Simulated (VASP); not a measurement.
# HfMoC2 (P-3m1) in VASP: a series of runs, part 2 of 2

VASP 6.6.1. Earlier steps stand in the parts before.

## Step 3: Single point, PBE

This run uses another cell than the first one, of 19.17 Å³/atom, 1.603 times its volume.

File INCAR:

```
  PREC = Accurate
  ENCUT = 520
  EDIFF = 1E-6
  ISMEAR = 0
  SIGMA = 0.1
  LREAL = False
  LASPH = True
  NELM = 100
  ALGO = Normal
  ISIF = 2
  LWAVE = False
  LCHARG = False
  GGA = PE
  NBANDS = 24
```

File KPOINTS:

```
regular mesh
0
Gamma
  6 6 4
```

File POSCAR:

```
HfMoC2
1.0
    4.3618140200      0.0000000000      0.0000000000
   -2.1809070100      3.7774417500      0.0000000000
    0.0000000000      0.0000000000      4.6531255600
Hf Mo C
1 1 2
Direct
    0.0000000000      0.0000000000      0.0000000000
    0.0000000000      0.0000000000      0.5000000000
    0.3333333300      0.6666666700      0.6563594300
    0.6666666700      0.3333333300      0.3436405700
```

Potentials or basis: VASP PAW PBE potentials, release 64 (Hf_pv, Mo_sv, C).

On the command line:

```console
$ cat potpaw_PBE.64/Hf_pv/POTCAR potpaw_PBE.64/Mo_sv/POTCAR potpaw_PBE.64/C/POTCAR > POTCAR
$ mpirun -np 1 vasp_std > vasp.out
```

OUTCAR:

```text
PREC = Accurate
   ENCUT = 520
   EDIFF = 1E-6
   ISMEAR = 0
   LREAL = False
   LASPH = True
   NELM = 100
   ISIF = 2
   GGA = PE

 ion  position               nearest neighbor table
   1  0.000  0.000  0.000-   2 2.33   2 2.33
   2  0.000  0.000  0.500-   1 2.33   1 2.33   4 2.62   3 2.62   4 2.62   3 2.62   4 2.62   3 2.62

   3  0.333  0.667  0.656-   2 2.62   2 2.62   2 2.62
   4  0.667  0.333  0.344-   2 2.62   2 2.62   2 2.62

  LATTYP: Found a hexagonal cell.
 ALAT       =     4.3618140200
 C/A-ratio  =     1.0667867861

  Lattice vectors:

 A1 = (   4.3618140200,   0.0000000000,   0.0000000000)
 A2 = (  -2.1809070100,   3.7774417500,   0.0000000000)
 A3 = (   0.0000000000,   0.0000000000,   4.6531255600)

Analysis of symmetry for initial positions (statically):
=====================================================================
 Subroutine PRICEL returns:
 Original cell was already a primitive cell.

 Routine SETGRP: Setting up the symmetry group for a
 hexagonal supercell.

 Subroutine GETGRP returns: Found 12 space group operations
 (whereof 12 operations were pure point group operations)
 out of a pool of 24 trial point group operations.

The static configuration has the point symmetry D_3d.

Analysis of symmetry for dynamics (positions and initial velocities):
=====================================================================
 Subroutine PRICEL returns:
 Original cell was already a primitive cell.

 Routine SETGRP: Setting up the symmetry group for a
 hexagonal supercell.

 Subroutine GETGRP returns: Found 12 space group operations
 (whereof 12 operations were pure point group operations)
 out of a pool of 24 trial point group operations.

The dynamic configuration has the point symmetry D_3d.

[... 114 lines left out ...]
   EMIN   =  10.00;   EMAX   =-10.00  energy-range for DOS
   EFERMI =   0.00;   METHOD = LEGACY
   ISMEAR =     0;   SIGMA  =   0.10  broadening in eV -4-tet -1-fermi 0-gaus
   EFERMI_NEDOS =   21; number of points for ismear=-14 and -15
   IALGO  =     38    algorithm
   IMIX   =      4    mixing-type and parameters
     AMIX     =   0.40;   BMIX     =  1.00
     AMIX_MAG =   1.60;   BMIX_MAG =  1.00
  volume/ion in A,a.u.               =      19.17       129.34
  Fermi-wavevector in a.u.,A,eV,Ry     =   1.223456  2.311996 20.365798  1.496844
  Thomas-Fermi vector in A             =   2.358566
   LORBIT       =      0    0 simple, 1 ext, 2 COOP (PROOUT), +10 PAW based schemes
   GGA     = PE    functional components
   LHFCALC =     F    Hartree Fock is set to
   AEXX    =    0.0000 exact exchange contribution
   IVDW    =     0    specifies the selected vdW correction
   LEPSILON=     F    determine dielectric tensor
   LRPA    =     F    only Hartree local field effects (RPA)
 non-spin polarized calculation
 Gauss-broadening in eV      SIGMA  =   0.10
  energy-cutoff  :      520.00
  volume of cell :       76.67
 maximum number of plane-waves:      2077
   NGX = 17   NGY = 17   NGZ = 17

 number of electron      31.9999998 magnetization

 Free energy of the ion-electron system (eV)
  ---------------------------------------------------
  ext. energy  EPLUGINS =         0.00000000
  ---------------------------------------------------
  free energy    TOTEN  =       -28.67107788 eV

  energy without entropy =      -28.64867504  energy(sigma->0) =      -28.65987646

 E-fermi :   3.5969     XC(G=0): -10.1406

 val. band max:        3.5711122604   @ k =   0.3333   0.0000   0.5000
 cond. band min:       3.5975936131   @ k =   0.0000   0.0000   0.2500
 fundamental gap:      0.0264813527
 Fermi energy:         3.5968703657

 k-point     1 :       0.0000    0.0000    0.0000
  band No.  band energies     occupation
      1     -57.1044      2.00000
      2     -32.2734      2.00000
      3     -31.1352      2.00000
      4     -31.1352      2.00000
      5     -27.6192      2.00000
      6     -27.6192      2.00000
[... 637 lines left out ...]
     23       6.3846      0.00000
     24       7.9168      0.00000

------------------------ aborting loop because EDIFF is reached ----------------------------------------

  FORCE on cell =-STRESS in cart. coord.  units (eV):
  Direction    XX          YY          ZZ          XY          YZ          ZX
  --------------------------------------------------------------------------------------
  -------------------------------------------------------------------------------------
  Total      -17.7213326    -17.7213326      7.6838600      0.0000000      0.0000000     -0.0000000
  in kB     -370.3371393   -370.3371397    160.5758875      0.0000000      0.0000000     -0.0000000
  external PRESSURE =    -193.3661305 kB  Pullay stress =       0.0000000 kB

 VOLUME and BASIS-vectors are now :
 -----------------------------------------------------------------------------
  energy-cutoff  :      520.00
  volume of cell :       76.67
      direct lattice vectors                 reciprocal lattice vectors
     4.361814020  0.000000000  0.000000000     0.229262411  0.132364715  0.000000000
    -2.180907010  3.777441750  0.000000000     0.000000000  0.264729430  0.000000000
     0.000000000  0.000000000  4.653125560     0.000000000  0.000000000  0.214909309

 POSITION                                       TOTAL-FORCE (eV/Angst)
 -----------------------------------------------------------------------------------
      0.00000      0.00000      0.00000         0.000000      0.000000      0.000000
      0.00000      0.00000      2.32656         0.000000      0.000000      0.000000
     -0.00000      2.51829      3.05412         0.000000     -0.000000      0.408659
      2.18091      1.25915      1.59900        -0.000000      0.000000     -0.408659
 -----------------------------------------------------------------------------------
    total drift:                                0.000000      0.000000      0.000000

  FREE ENERGIE OF THE ION-ELECTRON SYSTEM (eV)
  ---------------------------------------------------
  free  energy   TOTEN  =       -28.6710778776 eV

  energy  without entropy=      -28.6486750430  energy(sigma->0) =      -28.65987646
```

It took 61 s on 1 thread of Intel Xeon Platinum 8259CL at 2.50GHz (Skylake/Cascade Lake), shared host; peak memory 0.21 GiB.

What came out:

```
Free energy            : -28.6711 eV
Pressure               : -19.3 GPa
Largest force          : 0.409 eV/Å
Band gap on the k mesh : zero (band 16 reaches 4.20 eV, above the bottom of band 17 at 3.22 eV)
```

Forces in eV/Å, atoms in the order of the input:
```
Hf   0.000  0.000  0.000
Mo   0.000  0.000  0.000
C    0.000  0.000  0.409
C    0.000  0.000 -0.409
```

Stress tensor (GPa, compression positive):
```
-37.03   0.00   0.00
  0.00 -37.03   0.00
  0.00   0.00  16.06
```

Levels at points of the mesh, in eV from the Fermi level:
```
           k point  band 14  band 15  band 16  band 17  band 18  band 19
(0.00, 0.00, 0.00)    -2.04    -1.79     0.60     0.64     0.64     2.24
(0.50, 0.00, 0.00)    -1.45    -0.70    -0.45    -0.27     0.51     1.20
(0.00, 0.00, 0.50)    -0.81    -0.55    -0.38    -0.38     1.31     1.31
(0.50, 0.00, 0.50)    -0.70     0.18     0.36     0.60     1.03     1.66
```

Caveat: spin-orbit coupling is left out, which moves the levels of the heavy elements.

## Step 4: Relaxation of cell and atoms, PBE

This run uses another cell than the first one, of 19.17 Å³/atom, 1.603 times its volume.

File INCAR:

```
SYSTEM = HfMoC2
PREC = Accurate
ENCUT = 600
EDIFF = 1E-6
ISMEAR = 0
SIGMA = 0.1
LREAL = .False.
LASPH = .True.
NELM = 80
ALGO = Normal
ISIF = 3
LWAVE = .False.
LCHARG = .False.
GGA = PE
IBRION = 2
NSW = 90
EDIFFG = -0.04
```

File KPOINTS:

```
regular mesh
0
Gamma
  6 6 4
  0 0 0
```

POSCAR is that of step 3.

On the command line:

```console
$ cat potpaw_PBE.64/Hf_pv/POTCAR potpaw_PBE.64/Mo_sv/POTCAR potpaw_PBE.64/C/POTCAR > POTCAR
$ mpirun -np 1 vasp_std > vasp.out
```

Run time: 8.9 min. Hardware: 1 thread of Intel Xeon Platinum 8259CL at 2.50GHz (Skylake/Cascade Lake), shared host; peak memory 0.26 GiB.

The run converged. Its results:

| Item | Value |
| --- | --- |
| Free energy | -39.6336 eV |
| Relaxed volume | 11.94 Å³/atom |
| Relaxed cell | a = 3.157 Å, b = 3.157 Å, c = 5.531 Å, α = 90.00°, β = 90.00°, γ = 120.00° |
| Space group after relaxing (to 0.05 Å) | P-3m1 (No. 164) |
| Energy gained by relaxing | 2740.7 meV/atom |
| Ionic steps | 14 |
| Pressure after relaxing | -0.1 GPa |
| Largest force after relaxing | 0.010 eV/Å |
| Band gap on the k mesh | zero (band 16 reaches 9.23 eV, above the bottom of band 17 at 8.21 eV) |

Forces on the atoms (eV/Å):
```
Hf   0.000  0.000  0.000
Mo   0.000  0.000  0.000
C    0.000  0.000  0.010
C    0.000  0.000 -0.010
```

Stress tensor (GPa, compression positive):
```
 0.01  0.00  0.00
 0.00  0.01  0.00
 0.00  0.00 -0.18
```

The path:
| step | energy change (eV) | largest force (eV/Å) | pressure (GPa) | volume (Å³) |
| --- | --- | --- | --- | --- |
| 1 | 0.0000 | 0.4088 | -19.38 | 76.67 |
| 2 | -7.4596 | 5.3081 | 3.94 | 51.74 |
| 3 | -7.7617 | 6.8069 | 24.52 | 47.38 |
| 4 | -9.9853 | 2.8127 | 14.88 | 45.52 |
| 5 | -9.9832 | 2.6299 | 14.89 | 45.43 |
| 6 | -10.4966 | 1.2230 | -11.97 | 49.99 |
| 7 | -10.4985 | 1.1737 | -12.99 | 50.24 |
| 8 | -10.9165 | 0.7431 | -3.09 | 48.43 |
| 9 | -10.9183 | 0.7015 | -2.30 | 48.32 |
| 10 | -10.9562 | 0.3048 | 1.26 | 47.51 |
| 11 | -10.9570 | 0.2396 | 1.90 | 47.38 |
| 12 | -10.9611 | 0.0396 | -1.04 | 47.89 |
| 13 | -10.9614 | 0.0834 | -0.44 | 47.78 |
| 14 | -10.9627 | 0.0096 | -0.05 | 47.74 |

Final structure:
```
Hf Mo C
1.0
     3.15708    0.00000    0.00000
    -1.57854    2.73411    0.00000
     0.00000    0.00000    5.53094
Hf Mo C
1 1 2
Cartesian
  0.0000 0.0000 0.0000
  0.0000 0.0000 2.7655
  0.0000 1.8227 4.0738
  1.5785 0.9114 1.4571
```

Levels at points of the mesh, in eV from the Fermi level:
```
           k point  band 14  band 15  band 16  band 17  band 18  band 19
(0.00, 0.00, 0.00)    -0.62    -0.62     0.19     0.76     0.76     0.87
(0.50, 0.00, 0.00)    -2.66    -1.72    -0.40     0.51     1.55     2.69
(0.00, 0.00, 0.50)    -1.70    -1.70    -0.18    -0.18     1.00     2.27
(0.50, 0.00, 0.50)    -2.78    -2.08    -0.83     0.30     1.58     2.35
```

Caveat: the volume moved by over 15 % at a fixed basis, so the end points are rough; spin-orbit coupling is left out, which moves the levels of the heavy elements.

## Step 5: Overview

| task | cell | cutoff (eV) | gap on the mesh (eV) | pressure (GPa) | largest force (eV/Å) |
| --- | --- | --- | --- | --- | --- |
| single point | a = 3.157, b = 3.157, c = 5.540 Å, angles 90.0, 90.0, 120.0°, 4 atoms | 520 | none | -0.5 | 0.04 |
| single point | a = 4.362, b = 4.362, c = 4.653 Å, angles 90.0, 90.0, 120.0°, 4 atoms | 520 | none | -19.3 | 0.41 |
| relaxation of cell and atoms | relaxed from a = 4.362, b = 4.362, c = 4.653 Å, angles 90.0, 90.0, 120.0°, 4 atoms | 600 | none | -0.1 | 0.01 |

Alike in all rows: level PBE; potentials or basis VASP PAW PBE potentials, release 64 (Hf_pv, Mo_sv, C); no spin polarisation; k mesh 6 × 6 × 4; smearing gaussian 0.1 eV.

Caveats: some runs use coarse meshes; spin-orbit coupling is left out, which moves the levels of the heavy elements; the volume moved by over 15 % at a fixed basis, so the end points are rough (some runs).

Absolute energies hang on the potentials; compare differences alone.
